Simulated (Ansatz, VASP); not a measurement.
# Two plane-wave programs on FeO

```
CELL_PARAMETERS angstrom
1.52888 0.88270 2.53626
-1.52888 0.88270 2.53626
0.00000 -1.76540 2.53626
ATOMIC_POSITIONS crystal
Fe 0.00000 0.00000 0.00000
O 0.50000 0.50000 0.50000
```

Alike in both runs: task single point; functional LDA; k mesh 9 × 9 × 9; occupations fermi-dirac, width 0.05 eV; collinear spin.

```csv
,VASP,Ansatz
version,VASP 6.6.1,Ansatz 0.2.0
potentials or method,"VASP PAW LDA potentials, release 64 (Fe_sv, O)",Ansatz PAW
plane-wave cutoff (eV),600,420
valence electrons in the cell,22,22
```

|  | VASP | Ansatz | Ansatz less VASP |
| --- | --- | --- | --- |
| gap on the k mesh at the Fermi level (eV) | none | none | - |
| pressure (GPa) | -21.3 | -19.3 | +2.01 |
| traceless stress, the component that is largest in VASP (GPa) | -0.85 | -0.84 | +0.011 |
| net moment per atom (μB) | 2.00 | 2.00 | +0.002 |
| size of the moment on the site where the two differ most (μB) | 0.31 | 0.33 | +0.025 |

LDA's correlation is that of Perdew and Zunger in VASP and of Perdew and Wang (1992) in Ansatz. Site moments also hang on the region over which each program counts them. A gap of «none» marks a metal or a gap that the smearing closes.
